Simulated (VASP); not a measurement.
# SrTiO3 (P4/mmm) in VASP: further runs

The runs below take SrTiO3 through single point, with PBE.

Program: VASP 6.6.1. These are calculated values, not measurements. Logs are shortened: lines on timing, memory, paths and dates and some standing lists are left out, and cuts for length are marked.

### Step 1. The cell of the first run

It takes space group P4/mmm (No. 123, tetragonal). Conventional cell: a = 4.054 Å, b = 4.054 Å, c = 3.818 Å, α = 90.00°, β = 90.00°, γ = 90.00°. Within 4.1 Å of Sr (site symmetry 4/mmm) lie 12 O at 2.78 to 2.87 Å and 8 Ti at 3.44 Å and 6 Sr at 3.82 to 4.05 Å. Within 2.5 Å of Ti (site symmetry 4/mmm) lie 6 O at 1.91 to 2.03 Å. O (site symmetry mmm) has 2 Ti at 2.03 Å and 4 Sr at 2.78 Å and 8 O at 2.78 to 2.87 Å within 2.9 Å. Within 2.5 Å of O (site symmetry 4/mmm) lie 2 Ti at 1.91 Å.

### Step 2. Single point, PBE (strain +0.030 along x and y, -0.030 along z)

INCAR reads:

```
PREC = Accurate
ENCUT = 520
EDIFF = 1E-6
ISMEAR = 0
SIGMA = 0.05
LREAL = False
LASPH = True
NELM = 100
ALGO = Normal
ISIF = 2
LWAVE = False
LCHARG = True
GGA = PE
LELF = True
LVHAR = True
NBANDS = 28
```

KPOINTS reads:

```
regular mesh
0
Gamma
  8 8 8
```

POSCAR reads:

```
SrTiO3
1.0
    4.0544956752      0.0000000000      0.0000000000
    0.0000000000      4.0544956752      0.0000000000
    0.0000000000      0.0000000000      3.8183114612
Sr Ti O
1 1 3
Direct
    0.0000000000      0.0000000000      0.0000000000
    0.5000000000      0.5000000000      0.5000000000
    0.0000000000      0.5000000000      0.5000000000
    0.5000000000      0.0000000000      0.5000000000
    0.5000000000      0.5000000000      0.0000000000
```

Potentials or basis: VASP PAW PBE potentials, release 64 (Sr_sv, Ti_sv, O).

Command:

```bash
$ cat potpaw_PBE.64/Sr_sv/POTCAR potpaw_PBE.64/Ti_sv/POTCAR potpaw_PBE.64/O/POTCAR > POTCAR
$ mpirun -np 1 vasp_std > vasp.out
```

OUTCAR:

```text
PREC = Accurate
   ENCUT = 520
   EDIFF = 1E-6
   ISMEAR = 0
   LREAL = False
   LASPH = True
   NELM = 100
   ISIF = 2
   GGA = PE

 ion  position               nearest neighbor table
   1  0.000  0.000  0.000-   3 2.78   4 2.78   3 2.78   4 2.78   3 2.78   3 2.78   4 2.78   4 2.78
                             5 2.87   5 2.87   5 2.87   5 2.87   2 3.44   2 3.44   2 3.44   2 3.44
   2  0.500  0.500  0.500-   5 1.91   5 1.91   3 2.03   4 2.03   4 2.03   3 2.03   1 3.44   1 3.44
                             1 3.44   1 3.44   1 3.44   1 3.44   1 3.44   1 3.44
   3  0.000  0.500  0.500-   2 2.03   2 2.03   1 2.78   1 2.78   1 2.78   1 2.78
   4  0.500  0.000  0.500-   2 2.03   2 2.03   1 2.78   1 2.78   1 2.78   1 2.78
   5  0.500  0.500  0.000-   2 1.91   2 1.91   1 2.87   1 2.87   1 2.87   1 2.87

  LATTYP: Found a simple tetragonal cell.
 ALAT       =     4.0544956752
 C/A-ratio  =     0.9417475728

  Lattice vectors:

 A1 = (   4.0544956752,   0.0000000000,   0.0000000000)
 A2 = (   0.0000000000,   4.0544956752,   0.0000000000)
 A3 = (   0.0000000000,   0.0000000000,   3.8183114612)

Analysis of symmetry for initial positions (statically):
=====================================================================
 Subroutine PRICEL returns:
 Original cell was already a primitive cell.

 Routine SETGRP: Setting up the symmetry group for a
 simple tetragonal supercell.

 Subroutine GETGRP returns: Found 16 space group operations
 (whereof 16 operations were pure point group operations)
 out of a pool of 16 trial point group operations.

The static configuration has the point symmetry D_4h.

Analysis of symmetry for dynamics (positions and initial velocities):
=====================================================================
 Subroutine PRICEL returns:
 Original cell was already a primitive cell.

 Routine SETGRP: Setting up the symmetry group for a
 simple tetragonal supercell.

 Subroutine GETGRP returns: Found 16 space group operations
 (whereof 16 operations were pure point group operations)
 out of a pool of 16 trial point group operations.

The dynamic configuration has the point symmetry D_4h.

 Subroutine INISYM returns: Found 16 space group operations
 (whereof 16 operations are pure point group operations),
 and found     1 'primitive' translations

----------------------------------------------------------------------------------------

                                     Primitive cell

  volume of cell :      62.7690

[... 91 lines left out ...]
   LASPH  =      T    aspherical Exc in radial PAW
   ENCUT  =  520.0 eV  38.22 Ry    6.18 a.u.   7.54  7.54  7.10*2*pi/ulx,y,z
   NELM   =    100;   NELMIN=  2; NELMDL= -5     # of ELM steps
   EDIFF  = 0.1E-05   stopping-criterion for ELM
   LREAL  =      F    real-space projection
   EDIFFG = 0.1E-04   stopping-criterion for IOM
   NSW    =      0    number of steps for IOM
   IBRION =     -1    ionic relax: 0-MD 1-quasi-New 2-CG
   NFREE  =      0    steps in history (QN), initial steepest desc. (CG)
   ISIF   =      2    stress and relaxation
   ISYM   =      2    0-nonsym 1-usesym 2-fastsym
   POTIM  = 0.5000    time-step for ionic-motion
   TEBEG  =    0.0;   TEEND  =   0.0 temperature during run
   PSTRESS=    0.0 pullay stress
   NELECT =      40.0000    total number of electrons
   NUPDOWN=      -1.0000    fix difference up-down
   EMIN   =  10.00;   EMAX   =-10.00  energy-range for DOS
   EFERMI =   0.00;   METHOD = LEGACY
   ISMEAR =     0;   SIGMA  =   0.05  broadening in eV -4-tet -1-fermi 0-gaus
   EFERMI_NEDOS =   21; number of points for ismear=-14 and -15
   IALGO  =     38    algorithm
   IMIX   =      4    mixing-type and parameters
     AMIX     =   0.40;   BMIX     =  1.00
     AMIX_MAG =   1.60;   BMIX_MAG =  1.00
  volume/ion in A,a.u.               =      12.55        84.72
  Fermi-wavevector in a.u.,A,eV,Ry     =   1.408791  2.662228 27.003365  1.984691
  Thomas-Fermi vector in A             =   2.530913
   LORBIT       =      0    0 simple, 1 ext, 2 COOP (PROOUT), +10 PAW based schemes
   GGA     = PE    functional components
   LHFCALC =     F    Hartree Fock is set to
   AEXX    =    0.0000 exact exchange contribution
   IVDW    =     0    specifies the selected vdW correction
   LEPSILON=     F    determine dielectric tensor
   LRPA    =     F    only Hartree local field effects (RPA)
 non-spin polarized calculation
 Gauss-broadening in eV      SIGMA  =   0.05
  energy-cutoff  :      520.00
  volume of cell :       62.77
 maximum number of plane-waves:      1720
   NGX = 15   NGY = 15   NGZ = 15

 number of electron      39.9999985 magnetization

 Free energy of the ion-electron system (eV)
  ---------------------------------------------------
  ext. energy  EPLUGINS =         0.00000000
  ---------------------------------------------------
  free energy    TOTEN  =       -39.98882715 eV

  energy without entropy =      -39.98882715  energy(sigma->0) =      -39.98882715

 E-fermi :   4.1594     XC(G=0): -10.9934

 val. band max:        3.7585500553   @ k =   0.5000   0.5000   0.5000
 cond. band min:       5.4388131088   @ k =   0.0000   0.0000   0.0000
 fundamental gap:      1.6802630535
 Fermi energy:         4.1594434920

 k-point     1 :       0.0000    0.0000    0.0000
  band No.  band energies     occupation
      1     -52.9249      2.00000
      2     -29.2101      2.00000
      3     -29.1706      2.00000
      4     -29.1315      2.00000
      5     -29.1315      2.00000
      6     -13.5771      2.00000
[... 733 lines left out ...]
     27      11.2228      0.00000
     28      12.1322      0.00000

 [... further k-points ...]
[... 5 lines left out ...]
  --------------------------------------------------------------------------------------
  -------------------------------------------------------------------------------------
  Total       -2.8746733     -2.8746733      2.1790448      0.0000000     -0.0000000      0.0000000
  in kB      -73.3760022    -73.3760022     55.6200928      0.0000000     -0.0000000      0.0000000
  external PRESSURE =     -30.3773039 kB  Pullay stress =       0.0000000 kB

 VOLUME and BASIS-vectors are now :
 -----------------------------------------------------------------------------
  energy-cutoff  :      520.00
  volume of cell :       62.77
      direct lattice vectors                 reciprocal lattice vectors
     4.054495675  0.000000000  0.000000000     0.246639799  0.000000000  0.000000000
     0.000000000  4.054495675  0.000000000     0.000000000  0.246639799  0.000000000
     0.000000000  0.000000000  3.818311461     0.000000000  0.000000000  0.261895869

 POSITION                                       TOTAL-FORCE (eV/Angst)
 -----------------------------------------------------------------------------------
      0.00000      0.00000      0.00000         0.000000      0.000000      0.000000
      2.02725      2.02725      1.90916         0.000000      0.000000      0.000000
      0.00000      2.02725      1.90916         0.000000      0.000000      0.000000
      2.02725      0.00000      1.90916         0.000000      0.000000      0.000000
      2.02725      2.02725      0.00000         0.000000      0.000000      0.000000
 -----------------------------------------------------------------------------------
    total drift:                                0.000000      0.000000     -0.000000

  FREE ENERGIE OF THE ION-ELECTRON SYSTEM (eV)
  ---------------------------------------------------
  free  energy   TOTEN  =       -39.9888271461 eV

  energy  without entropy=      -39.9888271461  energy(sigma->0) =      -39.98882715
```

stdout:

```text
POSCAR found type information on POSCAR SrTiO
 POSCAR found :  3 types and       5 ions
 scaLAPACK will be used
 LDA part: xc-table for (Slater+PW92), standard interpolation
 POSCAR, INCAR and KPOINTS ok, starting setup
 FFT: planning ... GRIDC
 FFT: planning ... GRID_SOFT
 FFT: planning ... GRID
 WAVECAR not read
 entering main loop
```

It took 2 min on 1 thread of Intel Xeon 8259CL, shared host; peak memory 0.26 GiB.

What came out:

```yaml
Free_energy: -39.9888 eV
Pressure: -3.0 GPa
Band_gap_on_the_k_mesh: 1.68 eV (least direct gap 2.05 eV)
```

Levels at points of the mesh, in eV from the valence-band top:
```
           k point  band 16  band 17  band 18  band 19  band 20  band 21  band 22  band 23  band 24  band 25
(0.00, 0.00, 0.00)    -1.16    -0.95    -0.41    -0.41    -0.36     1.68     1.78     1.78     3.71     4.10
(0.50, 0.00, 0.00)    -2.10    -1.97    -1.84    -0.73    -0.71     1.90     3.32     3.35     4.00     5.95
(0.50, 0.50, 0.00)    -2.40    -1.76    -1.76    -1.74    -0.22     3.35     3.35     3.73     5.24     7.31
(0.00, 0.00, 0.50)    -2.67    -2.29    -1.85    -0.79    -0.79     1.88     3.72     3.87     3.87     6.16
(0.50, 0.00, 0.50)    -2.63    -1.76    -1.43    -1.43    -0.10     3.34     3.88     4.11     4.62     7.59
(0.50, 0.50, 0.50)    -3.72    -3.29    -0.10     0.00     0.00     3.93     4.28     4.28     6.56     6.77
```

Caveat: the cell differs from its parent crystal (strain +0.030 along x and y, -0.030 along z); the cell stands under tension.

### Step 3. Single point, PBE (strain +0.015 along x and y, +0.000 along z)

INCAR reads:

```
SYSTEM = SrTiO3
  PREC = Accurate
  ENCUT = 520
  EDIFF = 1E-6
  ISMEAR = 0
  SIGMA = 0.05
  LREAL = .False.
  LASPH = .True.
  NELM = 100
  ALGO = Normal
  ISIF = 2
  LWAVE = .False.
  LCHARG = .False.
  GGA = PE
  NBANDS = 28
```

KPOINTS reads:

```
Automatic mesh
0
Gamma
  8 8 8
  0 0 0
```

Changes to POSCAR since step 2:

```diff
@@ -2,5 +2,5 @@
 1.0
-    4.0544956752      0.0000000000      0.0000000000
-    0.0000000000      4.0544956752      0.0000000000
-    0.0000000000      0.0000000000      3.8183114612
+    3.9954496217      0.0000000000      0.0000000000
+    0.0000000000      3.9954496217      0.0000000000
+    0.0000000000      0.0000000000      3.9364035682
 Sr Ti O
```

Potentials or basis: VASP PAW PBE potentials, release 64 (Sr_sv, Ti_sv, O).

Command:

```bash
$ cat potpaw_PBE.64/Sr_sv/POTCAR potpaw_PBE.64/Ti_sv/POTCAR potpaw_PBE.64/O/POTCAR > POTCAR
$ mpirun -np 1 vasp_std > vasp.out
```

It took 3 min on 1 thread of Intel Xeon 8259CL, shared host; peak memory 0.27 GiB.

The run converged. Its results:

| Item | Value |
| --- | --- |
| Free energy | -40.0786 eV |
| Pressure | -4.1 GPa |
| Band gap on the k mesh | 1.73 eV (least direct gap 2.11 eV) |

Stress tensor (GPa, compression positive):
```
-5.04  0.00  0.00
 0.00 -5.04  0.00
 0.00  0.00 -2.14
```

Levels at points of the mesh, in eV from the valence-band top:
```
           k point  band 17  band 18  band 19  band 20  band 21  band 22  band 23  band 24
(0.00, 0.00, 0.00)    -1.06    -0.39    -0.39    -0.38     1.73     1.75     1.75     3.87
(0.50, 0.00, 0.00)    -2.16    -1.83    -0.74    -0.73     1.89     3.45     3.46     3.96
(0.50, 0.50, 0.00)    -1.76    -1.58    -1.58    -0.12     3.46     3.46     3.88     4.92
(0.00, 0.00, 0.50)    -2.33    -1.84    -0.75    -0.75     1.89     3.58     3.58     3.87
(0.50, 0.00, 0.50)    -1.76    -1.50    -1.49    -0.08     3.46     3.59     3.96     4.77
(0.50, 0.50, 0.50)    -3.51    -0.03     0.00     0.00     4.07     4.15     4.15     6.68
```

Caveat: the cell differs from its parent crystal (strain +0.015 along x and y, +0.000 along z); the cell stands under tension.

### Step 4. Single point, PBE (strain +0.030 along x and y, -0.015 along z)

INCAR reads:

```
  PREC = Accurate
  ENCUT = 520
  EDIFF = 1E-7
  ISMEAR = 0
  SIGMA = 0.05
  LREAL = False
  LASPH = True
  NELM = 80
  ALGO = Normal
  ISIF = 2
  LWAVE = False
  LCHARG = True
  GGA = PE
  LELF = True
  LVHAR = True
  NBANDS = 28
```

KPOINTS reads:

```
regular mesh
0
Gamma
  8 8 8
```

Changes to POSCAR since step 3:

```diff
@@ -2,5 +2,5 @@
 1.0
-    3.9954496217      0.0000000000      0.0000000000
-    0.0000000000      3.9954496217      0.0000000000
-    0.0000000000      0.0000000000      3.9364035682
+    4.0544956752      0.0000000000      0.0000000000
+    0.0000000000      4.0544956752      0.0000000000
+    0.0000000000      0.0000000000      3.8773575147
 Sr Ti O
```

Command:

```bash
$ cat potpaw_PBE.64/Sr_sv/POTCAR potpaw_PBE.64/Ti_sv/POTCAR potpaw_PBE.64/O/POTCAR > POTCAR
$ mpirun -np 1 vasp_std > vasp.out
```

It took 3.7 min on 1 thread of Intel Xeon 8259CL, shared host; peak memory 0.27 GiB.

It converged, with:

| Property | Result |
| --- | --- |
| Free energy | -40.0061 eV |
| Pressure | -5.8 GPa |
| Band gap on the k mesh | 1.67 eV (least direct gap 2.05 eV) |

Stress tensor (GPa, compression positive):
```
-8.68  0.00  0.00
 0.00 -8.68  0.00
 0.00  0.00 -0.02
```

Levels at points of the mesh, in eV from the valence-band top:
```csv
k point,band 16,band 17,band 18,band 19,band 20,band 21,band 22,band 23,band 24,band 25
"(0.00, 0.00, 0.00)",-1.12,-0.97,-0.41,-0.41,-0.38,1.67,1.74,1.74,3.66,3.96
"(0.50, 0.00, 0.00)",-2.10,-2.01,-1.80,-0.74,-0.72,1.86,3.29,3.31,3.89,5.80
"(0.50, 0.50, 0.00)",-2.42,-1.76,-1.68,-1.68,-0.18,3.31,3.31,3.70,5.00,7.26
"(0.00, 0.00, 0.50)",-2.51,-2.29,-1.81,-0.77,-0.77,1.84,3.67,3.69,3.69,5.97
"(0.50, 0.00, 0.50)",-2.59,-1.76,-1.44,-1.43,-0.09,3.30,3.69,3.97,4.55,7.52
"(0.50, 0.50, 0.50)",-3.69,-3.33,-0.07,0.00,0.00,3.89,4.13,4.13,6.54,6.70
```

Caveat: the cell differs from its parent crystal (strain +0.030 along x and y, -0.015 along z); the cell stands under tension.

(Continued in part 2 of 3.)
